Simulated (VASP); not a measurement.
Crystal: V.

```
V
1.0
     2.69033    0.00000    0.00000
    -1.34516    2.32989    0.00000
     0.00000    0.00000    4.39420
V
2
Direct
  0.33333 0.66667 0.75000
  0.66667 0.33333 0.25000
```

| Item | Value |
| --- | --- |
| Program | VASP 6.6.1 |
| Task | relaxation of cell and atoms |
| Functional | PBE |
| Potentials or basis | VASP PAW PBE potentials, release 64 (V_sv) |
| Cutoff | 600 eV |
| k mesh | 18 × 18 × 10 |
| Occupations | gaussian, width 0.05 eV |
| Spin | collinear spin, ferromagnetic start |
| Starting moments | [1.0, 1.0] μB |

At the start: pressure 1.3 GPa; volume 13.77 Å³/atom.

Task: Where does the relaxation end?

Result: Over 7 steps the energy falls by 34.5 meV/atom and the volume is 13.85 Å³/atom (+0.6 %); space group P6_3/mmc (No. 194, to 0.05 Å); moment 0.00 μB per cell.

Step by step:
```csv
step,energy change (eV),largest force (eV/Å),pressure (GPa),volume (Å³)
1,0.0000,0.0000,1.28,27.54
2,-0.0362,0.0000,-1.65,27.97
3,-0.0550,0.0000,-4.51,28.46
4,-0.0664,0.0000,-1.59,27.97
5,-0.0664,0.0000,-1.88,27.99
6,-0.0688,0.0000,-0.38,27.76
7,-0.0689,0.0000,0.01,27.70
```

Final structure:
```cif
data_structure
_symmetry_space_group_name_H-M 'P 1'
_symmetry_Int_Tables_number 1
_cell_length_a 2.6110
_cell_length_b 2.6110
_cell_length_c 4.6922
_cell_angle_alpha 90.000
_cell_angle_beta 90.000
_cell_angle_gamma 120.000
_cell_volume 27.70
loop_
_atom_site_label
_atom_site_type_symbol
_atom_site_fract_x
_atom_site_fract_y
_atom_site_fract_z
_atom_site_occupancy
V1 V 0.33333 0.66667 0.75000 1
V2 V 0.66667 0.33333 0.25000 1
```
